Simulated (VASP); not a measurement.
# WSe2 (P6_3/mmc) in VASP: notebook

WSe2 is run at these levels: PBEsol; tasks: single point.

All numbers are computed with VASP 6.6.1; they aren't measurements. Logs are shortened: lines on timing, memory, paths and dates and some standing lists are left out, and cuts for length are marked.

**Measured values to compare with.**

From “Time-resolved XUV ARPES with tunable 24–33 eV laser pulses at 30 meV resolution”, 2019, pmc:6684652, for a bulk crystal of WSe2: band gap 1.3 eV (indirect).

The runs below are set against these values where they give the same quantity.

### Step 1. The cell of the first run

The structure is hexagonal, space group P6_3/mmc (No. 194). The conventional cell has a = 3.290 Å, b = 3.290 Å, c = 12.970 Å, α = 90.00°, β = 90.00°, γ = 120.00°. W (site symmetry -6m2) has 6 Se at 2.53 Å and 6 W at 3.29 Å within 3.3 Å. Se (site symmetry 3m) has 3 W at 2.53 Å and 7 Se at 3.29 to 3.35 Å within 3.4 Å.

### Step 2. Single point, PBEsol, collinear spin

Input file INCAR:

```
PREC = Accurate
ENCUT = 500
EDIFF = 1E-6
ISMEAR = 0
SIGMA = 0.05
LREAL = False
LASPH = True
NELM = 200
ALGO = Normal
ISIF = 2
LWAVE = False
LCHARG = False
ISPIN = 2
MAGMOM = 1.5 1.5 0 0 0 0
LORBIT = 11
NUPDOWN = 3.0
LMAXMIX = 4
GGA = PS
NBANDS = 39
GGA_COMPAT = False
```

Input file KPOINTS:

```
regular mesh
0
Gamma
  8 8 2
```

Input file POSCAR:

```
WSe2
1.0
    3.2899988200      0.0000000000      0.0000000000
   -1.6449994100      2.8492225500      0.0000000000
    0.0000000000      0.0000000000     12.9700014400
W Se
2 4
Direct
    0.3333333333      0.6666666667      0.2500000000
    0.6666666667      0.3333333333      0.7500000000
    0.3333333333      0.6666666667      0.6210000000
    0.6666666667      0.3333333333      0.1210000000
    0.3333333333      0.6666666667      0.8790000000
    0.6666666667      0.3333333333      0.3790000000
```

Potentials or basis: VASP PAW PBE potentials, release 64 (W_sv, Se).

Launch:

```
cat potpaw_PBE.64/W_sv/POTCAR potpaw_PBE.64/Se/POTCAR > POTCAR
mpirun -np 1 vasp_std > vasp.out
```

OUTCAR:

```text
PREC = Accurate
   ENCUT = 500
   EDIFF = 1E-6
   ISMEAR = 0
   LREAL = False
   LASPH = True
   NELM = 200
   ISIF = 2
   ISPIN = 2
   LORBIT = 11
   NUPDOWN = 3.0
   GGA = PS

 ion  position               nearest neighbor table
   1  0.333  0.667  0.250-   4 2.53   6 2.53   4 2.53   6 2.53   4 2.53   6 2.53
   2  0.667  0.333  0.750-   3 2.53   5 2.53   3 2.53   5 2.53   3 2.53   5 2.53
   3  0.333  0.667  0.621-   2 2.53   2 2.53   2 2.53
   4  0.667  0.333  0.121-   1 2.53   1 2.53   1 2.53
   5  0.333  0.667  0.879-   2 2.53   2 2.53   2 2.53
   6  0.667  0.333  0.379-   1 2.53   1 2.53   1 2.53

  LATTYP: Found a hexagonal cell.
 ALAT       =     3.2899988200
 C/A-ratio  =     3.9422510917

  Lattice vectors:

 A1 = (   3.2899988200,   0.0000000000,   0.0000000000)
 A2 = (  -1.6449994100,   2.8492225500,   0.0000000000)
 A3 = (   0.0000000000,   0.0000000000,  12.9700014400)

Analysis of symmetry for initial positions (statically):
=====================================================================
 Subroutine PRICEL returns:
 Original cell was already a primitive cell.

 Routine SETGRP: Setting up the symmetry group for a
 hexagonal supercell.

 Subroutine GETGRP returns: Found 24 space group operations
 (whereof 12 operations were pure point group operations)
 out of a pool of 24 trial point group operations.

The static configuration has the point symmetry D_3d.
 The point group associated with its full space group is D_6h.

Analysis of symmetry for dynamics (positions and initial velocities):
=====================================================================
 Subroutine PRICEL returns:
 Original cell was already a primitive cell.

 Routine SETGRP: Setting up the symmetry group for a
 hexagonal supercell.

 Subroutine GETGRP returns: Found 24 space group operations
 (whereof 12 operations were pure point group operations)
 out of a pool of 24 trial point group operations.

The dynamic configuration has the point symmetry D_3d.
 The point group associated with its full space group is D_6h.

Analysis of structural, dynamic, and magnetic symmetry:
=====================================================================
 Subroutine PRICEL returns:
 Original cell was already a primitive cell.

 Routine SETGRP: Setting up the symmetry group for a
 hexagonal supercell.

[... 138 lines left out ...]
   LRPA    =     F    only Hartree local field effects (RPA)
 spin polarized calculation
 Gauss-broadening in eV      SIGMA  =   0.05
  energy-cutoff  :      500.00
  volume of cell :      121.58
 maximum number of plane-waves:      3124
 NGX is ok and might be reduce to    24
   NGX = 11   NGY = 11   NGZ = 47

 number of electron      51.9999991 magnetization       3.0000000

 Free energy of the ion-electron system (eV)
  ---------------------------------------------------
  ext. energy  EPLUGINS =         0.00000000
  ---------------------------------------------------
  free energy    TOTEN  =       -43.29127818 eV

  energy without entropy =      -43.28204246  energy(sigma->0) =      -43.28666032

 E-fermi :   5.3223     XC(G=0): -10.9146

 val. band max:        7.8343141474   @ k =   0.3750   0.0000   0.5000
 cond. band min:       5.3358699492   @ k =   0.2500   0.1250   0.0000
 fundamental gap:     -2.4984441982
 Fermi energy:         7.8417571314

 spin component 1

 k-point     1 :       0.0000    0.0000    0.0000
  band No.  band energies     occupation
      1     -68.2095      1.00000
      2     -68.2094      1.00000
      3     -32.5335      1.00000
      4     -32.5334      1.00000
      5     -32.4477      1.00000
      6     -32.4477      1.00000
[... 809 lines left out ...]
     37      12.7151      0.00000
     38      12.7151      0.00000
 Fermi energy:         5.3223201193

 spin component 2

 k-point     1 :       0.0000    0.0000    0.0000
  band No.  band energies     occupation
      1     -67.7693      1.00000
      2     -67.7692      1.00000
      3     -32.0000      1.00000
      4     -32.0000      1.00000
      5     -31.8371      1.00000
      6     -31.8371      1.00000
[... 809 lines left out ...]
     37      13.1399      0.00000
     38      13.1399      0.00000
 [bands above 38 left out]

------------------------ aborting loop because EDIFF is reached ----------------------------------------

  FORCE on cell =-STRESS in cart. coord.  units (eV):
  Direction    XX          YY          ZZ          XY          YZ          ZX
  --------------------------------------------------------------------------------------
  -------------------------------------------------------------------------------------
  Total        3.7824168      3.7824167      4.1411227     -0.0000000      0.0000000     -0.0000000
  in kB       49.8445664     49.8445662     54.5715811     -0.0000000      0.0000000     -0.0000000
  external PRESSURE =      51.4202379 kB  Pullay stress =       0.0000000 kB

 VOLUME and BASIS-vectors are now :
 -----------------------------------------------------------------------------
  energy-cutoff  :      500.00
  volume of cell :      121.58
      direct lattice vectors                 reciprocal lattice vectors
     3.289998820  0.000000000  0.000000000     0.303951477  0.175486467  0.000000000
    -1.644999410  2.849222550  0.000000000     0.000000000  0.350972935  0.000000000
     0.000000000  0.000000000 12.970001440     0.000000000  0.000000000  0.077100994

 POSITION                                       TOTAL-FORCE (eV/Angst)
 -----------------------------------------------------------------------------------
     -0.00000      1.89948      3.24250        -0.000000      0.000000     -0.000000
      1.64500      0.94974      9.72750         0.000000     -0.000000     -0.000000
     -0.00000      1.89948      8.05437        -0.000000     -0.000000     -0.597412
      1.64500      0.94974      1.56937         0.000000     -0.000000     -0.597412
     -0.00000      1.89948     11.40063        -0.000000      0.000000      0.597412
      1.64500      0.94974      4.91563         0.000000     -0.000000      0.597412
 -----------------------------------------------------------------------------------
    total drift:                               -0.000000      0.000000     -0.000000

  FREE ENERGIE OF THE ION-ELECTRON SYSTEM (eV)
  ---------------------------------------------------
  free  energy   TOTEN  =       -43.2912781828 eV

  energy  without entropy=      -43.2820424647  energy(sigma->0) =      -43.28666032

 total charge

# of ion       s       p       d       tot
------------------------------------------
    1        2.317   6.278   3.421  12.016
    2        2.317   6.278   3.421  12.016
    3        1.480   2.330   0.075   3.885
    4        1.480   2.330   0.075   3.885
    5        1.480   2.330   0.075   3.885
    6        1.480   2.330   0.075   3.885
--------------------------------------------------
tot         10.555  21.876   7.141  39.572

 magnetization (x)

# of ion       s       p       d       tot
------------------------------------------
    1        0.022   0.018   0.922   0.962
    2        0.022   0.018   0.922   0.962
    3        0.008   0.062   0.011   0.080
    4        0.008   0.062   0.011   0.080
    5        0.008   0.062   0.011   0.080
    6        0.008   0.062   0.011   0.080
--------------------------------------------------
tot          0.075   0.283   1.888   2.246
```

stdout:

```text
POSCAR found type information on POSCAR W Se
 POSCAR found :  2 types and       6 ions
 scaLAPACK will be used
 -----------------------------------------------------------------------------
|                                                                             |
|                                                                             |
|     You enforced a specific xc type in the INCAR file but a different       |
|     I HOPE YOU KNOW WHAT YOU ARE DOING!                                     |
|                                                                             |
 -----------------------------------------------------------------------------

 LDA part: xc-table for (Slater+PW92), standard interpolation
 POSCAR, INCAR and KPOINTS ok, starting setup
 FFT: planning ... GRIDC
 FFT: planning ... GRID_SOFT
 FFT: planning ... GRID
 WAVECAR not read
 entering main loop
```

Wall time 4.7 min (1 thread of Oxide Virtual Turin-like, shared host); peak memory 0.3 GiB.

What came out:

```yaml
Free_energy: -43.2913 eV
Pressure: 5.1 GPa
Largest_force: 0.597 eV/Å
Net_moment: 3.00 μB per cell
Site_moments: W +0.96; Se +0.08 μB
Valence_electrons_inside_the_program's_atomic_spheres: W 12.02; Se 3.88
```

Forces in eV/Å, atoms in the order of the input:
```
W    0.000  0.000  0.000
W    0.000  0.000  0.000
Se   0.000  0.000 -0.597
Se   0.000  0.000 -0.597
Se   0.000  0.000  0.597
Se   0.000  0.000  0.597
```

Caveat: the cell stands under pressure; the PAW data sets were made with another functional, which shifts forces and pressure a little; spin-orbit coupling is left out, which moves the levels of the heavy elements; this functional lacks dispersion, which binds layers or chains, so the pressure and a relaxed spacing across them are unreliable; the total moment is fixed, so each spin has its own Fermi level and the state may be an excited one.

### Step 3. Single point, PBEsol, collinear spin

Input file INCAR:

```
PREC     = Accurate       # precision mode
ENCUT    = 500            # plane-wave cutoff, eV
EDIFF    = 1E-6           # SCF threshold, eV
ISMEAR   = 0              # smearing method
SIGMA    = 0.05           # smearing width, eV
LREAL    = F              # projectors in reciprocal space
LASPH    = T              # aspherical terms in the spheres
NELM     = 200            # most SCF steps
ALGO     = Normal         # electronic algorithm
ISIF     = 2              # what is computed and relaxed
LWAVE    = F              # write WAVECAR
LCHARG   = F              # write CHGCAR
ISPIN    = 2              # spin polarisation
MAGMOM   = 2 2 0 0 0 0    # initial moments
LORBIT   = 11             # projections on sites
LMAXMIX  = 4              # l up to which the mixer works
GGA      = PS             # functional
NBANDS   = 39             # bands
GGA_COMPAT= F
```

Input file KPOINTS:

```
Automatic mesh
0
Gamma
  8 8 2
```

POSCAR is that of step 2.

Potentials or basis: VASP PAW PBE potentials, release 64 (W_sv, Se).

Launch:

```
cat potpaw_PBE.64/W_sv/POTCAR potpaw_PBE.64/Se/POTCAR > POTCAR
mpirun -np 1 vasp_std > vasp.out
```

OUTCAR:

```text
PREC = Accurate
   ENCUT = 500
   EDIFF = 1E-6
   ISMEAR = 0
   LREAL = F
   LASPH = T
   NELM = 200
   ISIF = 2
   ISPIN = 2
   LORBIT = 11
   GGA = PS

 ion  position               nearest neighbor table
   1  0.333  0.667  0.250-   4 2.53   6 2.53   4 2.53   6 2.53   4 2.53   6 2.53
   2  0.667  0.333  0.750-   3 2.53   5 2.53   3 2.53   5 2.53   3 2.53   5 2.53
   3  0.333  0.667  0.621-   2 2.53   2 2.53   2 2.53
   4  0.667  0.333  0.121-   1 2.53   1 2.53   1 2.53
   5  0.333  0.667  0.879-   2 2.53   2 2.53   2 2.53
   6  0.667  0.333  0.379-   1 2.53   1 2.53   1 2.53

[... 1878 lines left out ...]
 -----------------------------------------------------------------------------------
     -0.00000      1.89948      3.24250        -0.000000      0.000000      0.000000
      1.64500      0.94974      9.72750         0.000000     -0.000000      0.000000
     -0.00000      1.89948      8.05437         0.000000     -0.000000      0.071455
      1.64500      0.94974      1.56937        -0.000000      0.000000      0.071455
     -0.00000      1.89948     11.40063         0.000000     -0.000000     -0.071455
      1.64500      0.94974      4.91563        -0.000000      0.000000     -0.071455
 -----------------------------------------------------------------------------------
    total drift:                               -0.000000      0.000000     -0.000000

  FREE ENERGIE OF THE ION-ELECTRON SYSTEM (eV)
  ---------------------------------------------------
  free  energy   TOTEN  =       -46.5418067942 eV

  energy  without entropy=      -46.5418067942  energy(sigma->0) =      -46.54180679

 total charge

# of ion       s       p       d       tot
------------------------------------------
    1        2.313   6.281   3.393  11.986
    2        2.313   6.281   3.393  11.986
    3        1.476   2.341   0.072   3.889
    4        1.476   2.341   0.072   3.889
    5        1.476   2.341   0.072   3.889
    6        1.476   2.341   0.072   3.889
--------------------------------------------------
tot         10.531  21.926   7.071  39.529

 magnetization (x)

# of ion       s       p       d       tot
------------------------------------------
    1       -0.000  -0.000  -0.000  -0.000
    2       -0.000  -0.000  -0.000  -0.000
    3       -0.000  -0.000   0.000  -0.000
    4       -0.000  -0.000   0.000  -0.000
    5       -0.000  -0.000   0.000  -0.000
    6       -0.000  -0.000   0.000  -0.000
--------------------------------------------------
tot         -0.000  -0.000  -0.000  -0.000
```

OSZICAR:

```text
N       E                     dE             d eps       ncg     rms          rms(c)
DAV:   1     0.487487664324E+03    0.48749E+03   -0.26759E+04  3408   0.126E+03
DAV:   2    -0.178268446737E+02   -0.50531E+03   -0.48408E+03  3582   0.356E+02
DAV:   3    -0.471258671035E+02   -0.29299E+02   -0.28760E+02  3877   0.833E+01
DAV:   4    -0.476278418035E+02   -0.50197E+00   -0.50129E+00  3618   0.115E+01
DAV:   5    -0.476329414590E+02   -0.50997E-02   -0.50993E-02  3776   0.129E+00    0.329E+01
DAV:   6    -0.463352904849E+02    0.12977E+01   -0.57540E+00  3477   0.145E+01    0.128E+01
DAV:   7    -0.464970654642E+02   -0.16177E+00   -0.18470E+00  3306   0.706E+00    0.945E+00
DAV:   8    -0.464718629981E+02    0.25202E-01   -0.22473E-01  3653   0.240E+00    0.290E+00
DAV:   9    -0.465106481951E+02   -0.38785E-01   -0.92965E-02  3562   0.155E+00    0.857E-01
DAV:  10    -0.465308774145E+02   -0.20229E-01   -0.17290E-02  3575   0.737E-01    0.444E-01
DAV:  11    -0.465410655193E+02   -0.10188E-01   -0.77774E-03  3827   0.333E-01    0.183E-01
DAV:  12    -0.465415881398E+02   -0.52262E-03   -0.98601E-04  3573   0.149E-01    0.114E-01
DAV:  13    -0.465417358313E+02   -0.14769E-03   -0.11222E-04  3720   0.428E-02    0.448E-02
DAV:  14    -0.465418068490E+02   -0.71018E-04   -0.67691E-05  3744   0.304E-02    0.212E-02
DAV:  15    -0.465418067942E+02    0.54791E-07   -0.24870E-06  3242   0.790E-03
   1 F= -.46541807E+02 E0= -.46541807E+02  d E =-.450134E-26  mag=     0.0003
```

Run time: 3.5 min. Hardware: 1 thread of Oxide Virtual Turin-like, shared host; peak memory 0.3 GiB.

What came out:

* Free energy: -46.5418 eV
* Pressure: -0.8 GPa
* Largest force: 0.071 eV/Å
* Band gap on the k mesh: 1.05 eV (least direct gap 1.88 eV)
* Net moment: 0.00 μB per cell
* Valence electrons inside the program's atomic spheres: W 11.99; Se 3.89

Forces on the atoms (eV/Å):
```
W    0.000  0.000  0.000
W    0.000  0.000  0.000
Se   0.000  0.000  0.071
Se   0.000  0.000  0.071
Se   0.000  0.000 -0.071
Se   0.000  0.000 -0.071
```

Stress tensor (GPa, compression positive):
```
-1.24  0.00  0.00
 0.00 -1.24  0.00
 0.00  0.00 -0.03
```

Levels at points of the mesh, in eV from the valence-band top:
Spin up:
```csv
k point,band 22,band 23,band 24,band 25,band 26,band 27,band 28,band 29,band 30,band 31
"(0.00, 0.00, 0.00)",-1.50,-1.50,-1.13,-1.05,0.00,2.64,2.64,2.69,2.69,2.74
"(0.50, 0.00, 0.00)",-2.40,-1.45,-1.35,-1.29,-1.10,2.11,2.15,2.28,2.64,2.92
"(0.00, 0.00, 0.50)",-1.53,-1.53,-1.53,-0.22,-0.22,2.64,2.64,2.64,2.64,2.87
"(0.50, 0.00, 0.50)",-2.54,-1.35,-1.35,-1.23,-1.23,2.13,2.13,2.49,2.49,3.32
```
Spin down:
```
           k point  band 24  band 25  band 26  band 27  band 28  band 29
(0.00, 0.00, 0.00)    -1.13    -1.05     0.00     2.64     2.64     2.69
(0.50, 0.00, 0.00)    -1.35    -1.29    -1.10     2.11     2.15     2.28
(0.00, 0.00, 0.50)    -1.53    -0.21    -0.21     2.64     2.64     2.64
(0.50, 0.00, 0.50)    -1.35    -1.23    -1.23     2.13     2.13     2.49
```

Caveat: the PAW data sets were made with another functional, which shifts forces and pressure a little; spin-orbit coupling is left out, which moves the levels of the heavy elements; this functional lacks dispersion, which binds layers or chains, so the pressure and a relaxed spacing across them are unreliable.

### Step 4. How close it comes

Step 3. Measured gap of WSe2: 1.3 eV (indirect; “Time-resolved XUV ARPES with tunable 24–33 eV laser pulses at 30 meV resolution”, 2019, pmc:6684652). This calculation gives 1.05 eV (-0.25 eV). Spin-orbit coupling on Se, W is left out. The value is that of PBEsol on a finite k mesh, which can miss the band edges, without temperature or zero-point motion. Semilocal functionals fall short of measured gaps as a rule.
